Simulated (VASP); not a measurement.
Crystal: Si3WN.

```
Si W N
1.0
     4.13524    0.00000    0.00000
     0.00000    4.13524    0.00000
     0.00000    0.00000    4.13524
Si W N
3 1 1
Direct
  0.00000 0.50000 0.50000
  0.50000 0.50000 0.00000
  0.50000 0.00000 0.50000
  0.00000 0.00000 0.00000
  0.50000 0.50000 0.50000
```

The cell was built from a structure type or drawn by symmetry, and may not be a known phase.

```yaml
Program: VASP 6.6.1
Task: relaxation of cell and atoms
Functional: PBE
Potentials_or_basis: VASP PAW PBE potentials, release 64 (Si, W_sv, N)
Cutoff: 600 eV
k_mesh: 4 × 4 × 4
Occupations: gaussian, width 0.1 eV
Spin: no spin polarisation
```

At the start: pressure -18.4 GPa; volume 14.14 Å³/atom.

Q: Where does the relaxation end?

A: Over 3 steps the energy falls by 119.8 meV/atom and the volume is 12.34 Å³/atom (-12.7 %); space group Pm-3m (No. 221, to 0.1 Å) before and after.

Step by step:
| step | energy change (eV) | largest force (eV/Å) | pressure (GPa) | volume (Å³) |
| --- | --- | --- | --- | --- |
| 1 | 0.0000 | 0.0000 | -18.42 | 70.71 |
| 2 | -0.1603 | 0.0000 | 24.82 | 55.35 |
| 3 | -0.5990 | 0.0000 | -0.35 | 61.70 |

Final structure:
```cif
data_structure
_symmetry_space_group_name_H-M 'P 1'
_symmetry_Int_Tables_number 1
_cell_length_a 3.9515
_cell_length_b 3.9515
_cell_length_c 3.9515
_cell_angle_alpha 90.000
_cell_angle_beta 90.000
_cell_angle_gamma 90.000
_cell_volume 61.70
loop_
_atom_site_label
_atom_site_type_symbol
_atom_site_fract_x
_atom_site_fract_y
_atom_site_fract_z
_atom_site_occupancy
Si1 Si 0.00000 0.50000 0.50000 1
Si2 Si 0.50000 0.50000 0.00000 1
Si3 Si 0.50000 0.00000 0.50000 1
W1 W 0.00000 0.00000 0.00000 1
N1 N 0.50000 0.50000 0.50000 1
```

Caveat: the k points lie up to 0.40 Å⁻¹ apart in the final cell, too coarse for converged energies and pressures of a metal.
